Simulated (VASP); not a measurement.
# HgTe (F-43m) in VASP: further runs

HgTe is run at these levels: PBEsol; tasks: relaxation of cell and atoms.

All numbers are computed with VASP 6.6.1; they aren't measurements. Logs are shortened: lines on timing, memory, paths and dates and some standing lists are left out, and cuts for length are marked.

**1. The cell of the first run**

It takes space group F-43m (No. 216, cubic). The conventional cell has a = 6.429 Å, b = 6.429 Å, c = 6.429 Å, α = 90.00°, β = 90.00°, γ = 90.00°. Within 3.7 Å of Hg (site symmetry -43m) lie 4 Te at 2.78 Å. Within 3.7 Å of Te (site symmetry -43m) lie 4 Hg at 2.78 Å.

**2. Relaxation of cell and atoms, PBEsol**

The input, INCAR:

```
PREC = Accurate ; ENCUT = 600
EDIFF = 1E-6 ; ISMEAR = 0
SIGMA = 0.03 ; LREAL = False
LASPH = True ; NELM = 80
ALGO = Normal ; ISIF = 3
LWAVE = False ; LCHARG = False
GGA = PS ; IBRION = 2
NSW = 90 ; EDIFFG = -0.01
KPAR = 2
```

The input, KPOINTS:

```
regular mesh
0
Gamma
  10 10 10
```

The input, POSCAR:

```
HgTe
1.0
    0.0000000000      3.2145000000      3.2145000000
    3.2145000000      0.0000000000      3.2145000000
    3.2145000000      3.2145000000      0.0000000000
Hg Te
1 1
Direct
    0.0000000000      0.0000000000      0.0000000000
    0.2500000000      0.2500000000      0.2500000000
```

Potentials or basis: VASP PAW PBE potentials, release 64 (Hg, Te).

On the command line:

```console
cat potpaw_PBE.64/Hg/POTCAR potpaw_PBE.64/Te/POTCAR > POTCAR
mpirun -np 2 vasp_std > vasp.out
```

OUTCAR:

```text
PREC = Accurate
   ENCUT = 600
   EDIFF = 1E-6
   ISMEAR = 0
   LREAL = False
   LASPH = True
   NELM = 80
   ISIF = 3
   GGA = PS
   IBRION = 2
   NSW = 90
   EDIFFG = -0.01

 ion  position               nearest neighbor table
   1  0.000  0.000  0.000-   2 2.78   2 2.78   2 2.78   2 2.78
   2  0.250  0.250  0.250-   1 2.78   1 2.78   1 2.78   1 2.78

  LATTYP: Found a face centered cubic cell.
 ALAT       =     6.4290000000

  Lattice vectors:

 A1 = (   0.0000000000,   3.2145000000,   3.2145000000)
 A2 = (   3.2145000000,   0.0000000000,   3.2145000000)
 A3 = (   3.2145000000,   3.2145000000,   0.0000000000)

Analysis of symmetry for initial positions (statically):
=====================================================================
 Subroutine PRICEL returns:
 Original cell was already a primitive cell.

 Routine SETGRP: Setting up the symmetry group for a
 face centered cubic supercell.

 Subroutine GETGRP returns: Found 24 space group operations
 (whereof 24 operations were pure point group operations)
 out of a pool of 48 trial point group operations.

The static configuration has the point symmetry T_d .

Analysis of symmetry for dynamics (positions and initial velocities):
=====================================================================
 Subroutine PRICEL returns:
 Original cell was already a primitive cell.

 Routine SETGRP: Setting up the symmetry group for a
 face centered cubic supercell.

 Subroutine GETGRP returns: Found 24 space group operations
 (whereof 24 operations were pure point group operations)
 out of a pool of 48 trial point group operations.

The dynamic configuration has the point symmetry T_d .

 Subroutine INISYM returns: Found 24 space group operations
 (whereof 24 operations are pure point group operations),
 and found     1 'primitive' translations

----------------------------------------------------------------------------------------

                                     Primitive cell

  volume of cell :      66.4309

  direct lattice vectors                    reciprocal lattice vectors
     0.000000000  3.214500000  3.214500000    -0.155545186  0.155545186  0.155545186
     3.214500000  0.000000000  3.214500000     0.155545186 -0.155545186  0.155545186
     3.214500000  3.214500000  0.000000000     0.155545186  0.155545186 -0.155545186

  length of vectors
     4.545989496  4.545989496  4.545989496     0.269412165  0.269412165  0.269412165

  position of ions in fractional coordinates (direct lattice)
[... 102 lines left out ...]
  Thomas-Fermi vector in A             =   2.194699
   LORBIT       =      0    0 simple, 1 ext, 2 COOP (PROOUT), +10 PAW based schemes
   GGA     = PS    functional components
   LHFCALC =     F    Hartree Fock is set to
   AEXX    =    0.0000 exact exchange contribution
   IVDW    =     0    specifies the selected vdW correction
   LEPSILON=     F    determine dielectric tensor
   LRPA    =     F    only Hartree local field effects (RPA)
 conjugate gradient relaxation of ions
 non-spin polarized calculation
 Gauss-broadening in eV      SIGMA  =   0.03
  energy-cutoff  :      600.00
  volume of cell :       66.43
 maximum number of plane-waves:      2252
   NGX = 19   NGY = 19   NGZ = 19

--------------------------------------- Ionic step        1  -------------------------------------------

 number of electron      18.0000000 magnetization

 Free energy of the ion-electron system (eV)
  ---------------------------------------------------
  ext. energy  EPLUGINS =         0.00000000
  ---------------------------------------------------
  free energy    TOTEN  =        -4.36100021 eV

  energy without entropy =       -4.36095393  energy(sigma->0) =       -4.36097707

------------------------ aborting loop because EDIFF is reached ----------------------------------------

  FORCE on cell =-STRESS in cart. coord.  units (eV):
  Direction    XX          YY          ZZ          XY          YZ          ZX
  --------------------------------------------------------------------------------------
  -------------------------------------------------------------------------------------
  Total        0.7815624      0.7815624      0.7815624     -0.0000000      0.0000000      0.0000000
  in kB       18.8496777     18.8496777     18.8496777     -0.0000000      0.0000000      0.0000000
  external PRESSURE =      18.8496777 kB  Pullay stress =       0.0000000 kB
[... 59 lines left out ...]
--------------------------------------- Ionic step        3  -------------------------------------------

 number of electron      18.0000002 magnetization

 Free energy of the ion-electron system (eV)
  ---------------------------------------------------
  ext. energy  EPLUGINS =         0.00000000
  ---------------------------------------------------
  free energy    TOTEN  =        -4.37647681 eV

  energy without entropy =       -4.37643053  energy(sigma->0) =       -4.37645367

 E-fermi :   2.7101     XC(G=0):  -8.8275

 val. band max:        2.7009539981   @ k =   0.0000   0.0000   0.0000
 cond. band min:       3.1800934804   @ k =   0.1000   0.0000   0.0000
 fundamental gap:      0.4791394823
 Fermi energy:         2.7100910898

 k-point     1 :       0.0000    0.0000    0.0000
  band No.  band energies     occupation
      1      -9.1519      2.00000
      2      -4.5062      2.00000
      3      -4.5062      2.00000
      4      -4.5062      2.00000
      5      -3.9993      2.00000
      6      -3.9993      2.00000
      7       1.8399      2.00000
      8       2.7010      1.33333
      9       2.7010      1.33333
     10       2.7010      1.33333
     11       6.9246      0.00000
     12       6.9246      0.00000
     13       6.9246      0.00000
[... 354 lines left out ...]
  band No.  band energies     occupation
      1      -8.5697      2.00000
      2      -4.3579      2.00000
      3      -4.2674      2.00000
      4      -4.2394      2.00000
      5      -3.9547      2.00000
      6      -3.9090      2.00000
      7      -1.7829      2.00000
      8       0.7338      2.00000
      9       0.9187      2.00000
     10       4.7345      0.00000
     11       5.6470      0.00000
     12       9.0663      0.00000
     13       9.8170      0.00000

 [... further k-points ...]

------------------------ aborting loop because EDIFF is reached ----------------------------------------

  FORCE on cell =-STRESS in cart. coord.  units (eV):
  Direction    XX          YY          ZZ          XY          YZ          ZX
  --------------------------------------------------------------------------------------
  -------------------------------------------------------------------------------------
  Total        0.0001997      0.0001997      0.0001997      0.0000000      0.0000000      0.0000000
  in kB        0.0046262      0.0046262      0.0046262      0.0000000      0.0000000      0.0000000
  external PRESSURE =       0.0046262 kB  Pullay stress =       0.0000000 kB
[... 17 lines left out ...]
  FREE ENERGIE OF THE ION-ELECTRON SYSTEM (eV)
  ---------------------------------------------------
  free  energy   TOTEN  =        -4.3764768105 eV

  energy  without entropy=       -4.3764305318  energy(sigma->0) =       -4.37645367

 reached required accuracy - stopping structural energy minimisation
```

CONTCAR:

```text
HgTe
   1.00000000000000
    -0.0000000000000000    3.2580088207164035    3.2580088207164035
     3.2580088207164035   -0.0000000000000000    3.2580088207164035
     3.2580088207164035    3.2580088207164035    0.0000000000000000
  Hg              Te
     1     1
Direct
     0.0000000000000000    0.0000000000000000    0.0000000000000000
     0.2500000000000000    0.2500000000000000    0.2500000000000000

  0.00000000E+00  0.00000000E+00  0.00000000E+00
  0.00000000E+00  0.00000000E+00  0.00000000E+00
```

Wall time 69 s (2 MPI ranks of Intel Xeon Platinum 8259CL at 2.50GHz (Skylake/Cascade Lake), shared host); peak memory 0.24 GiB.

Results:

```yaml
Free_energy: -4.3765 eV
Relaxed_volume: 34.58 Å³/atom
Relaxed_cell: a = 4.608 Å, b = 4.608 Å, c = 4.608 Å, α = 60.00°, β = 60.00°, γ = 60.00°
Space_group_after_relaxing_to_0.1_Å: F-43m (No. 216)
Energy_gained_by_relaxing: 7.7 meV/atom
Ionic_steps: 3
Pressure_after_relaxing: 0.0 GPa
Band_gap_on_the_k_mesh: zero (filled and empty bands touch)
```

The path:
| step | energy change (eV) | largest force (eV/Å) | pressure (GPa) | volume (Å³) |
| --- | --- | --- | --- | --- |
| 1 | 0.0000 | 0.0000 | 1.88 | 66.43 |
| 2 | -0.0133 | 0.0000 | -0.63 | 70.26 |
| 3 | -0.0155 | 0.0000 | 0.00 | 69.17 |

Final structure:
```
Hg Te
1.0
     0.00000    3.25801    3.25801
     3.25801    0.00000    3.25801
     3.25801    3.25801    0.00000
Hg Te
1 1
Direct
  0.00000 0.00000 0.00000
  0.25000 0.25000 0.25000
```

Caveat: semilocal functionals underestimate gaps, so a narrow gap can read as zero; the PAW data sets were made with another functional, which shifts forces and pressure a little; spin-orbit coupling is left out, which moves the levels of the heavy elements. Zero-point motion and thermal expansion aren't in these numbers.

**3. Relaxation of cell and atoms, PBEsol**

This run uses another cell than the first one, of 34.58 Å³/atom.

The input, INCAR:

```
PREC = Accurate ; ENCUT = 600
EDIFF = 1E-7 ; ISMEAR = 0
SIGMA = 0.03 ; LREAL = False
LASPH = True ; NELM = 80
ALGO = Normal ; ISIF = 3
LWAVE = False ; LCHARG = False
GGA = PS ; IBRION = 2
NSW = 90 ; EDIFFG = -0.005
KPAR = 2
```

KPOINTS is that of step 2.

The input, POSCAR:

```
HgTe                                    
1.0
   -0.0000000000      3.2580088207      3.2580088207
    3.2580088207     -0.0000000000      3.2580088207
    3.2580088207      3.2580088207      0.0000000000
  Hg              Te            
     1     1
Direct
     0.0000000000000000    0.0000000000000000    0.0000000000000000
     0.2500000000000000    0.2500000000000000    0.2500000000000000
```

Potentials or basis: VASP PAW PBE potentials, release 64 (Hg, Te).

On the command line:

```console
cat potpaw_PBE.64/Hg/POTCAR potpaw_PBE.64/Te/POTCAR > POTCAR
mpirun -np 2 vasp_std > vasp.out
```

Wall time 38 s (2 MPI ranks of Intel Xeon Platinum 8259CL at 2.50GHz (Skylake/Cascade Lake), shared host); peak memory 0.26 GiB.

The run converged. Its results:

```
Free energy             : -4.3767 eV
Pressure after relaxing : 0.0 GPa
Band gap on the k mesh  : zero (filled and empty bands touch)
```

Final structure:
```
Hg Te
1.0
     0.00000    3.25801    3.25801
     3.25801    0.00000    3.25801
     3.25801    3.25801    0.00000
Hg Te
1 1
Direct
  0.00000 0.00000 0.00000
  0.25000 0.25000 0.25000
```

Levels at points of the mesh, in eV from the Fermi level:
| k point | band 6 | band 7 | band 8 | band 9 | band 10 | band 11 | band 12 | band 13 |
| --- | --- | --- | --- | --- | --- | --- | --- | --- |
| (0.00, 0.00, 0.00) | -6.71 | -0.87 | -0.01 | -0.01 | -0.01 | 4.21 | 4.21 | 4.21 |
| (0.50, 0.00, 0.00) | -6.42 | -5.39 | -0.96 | -0.96 | 0.63 | 4.99 | 4.99 | 6.72 |
| (0.50, 0.50, 0.00) | -6.29 | -5.35 | -2.20 | -2.20 | 1.84 | 2.43 | 8.00 | 8.71 |

Caveat: the relaxation stopped at its first step, so nothing moved; semilocal functionals underestimate gaps, so a narrow gap can read as zero; the PAW data sets were made with another functional, which shifts forces and pressure a little; spin-orbit coupling is left out, which moves the levels of the heavy elements.
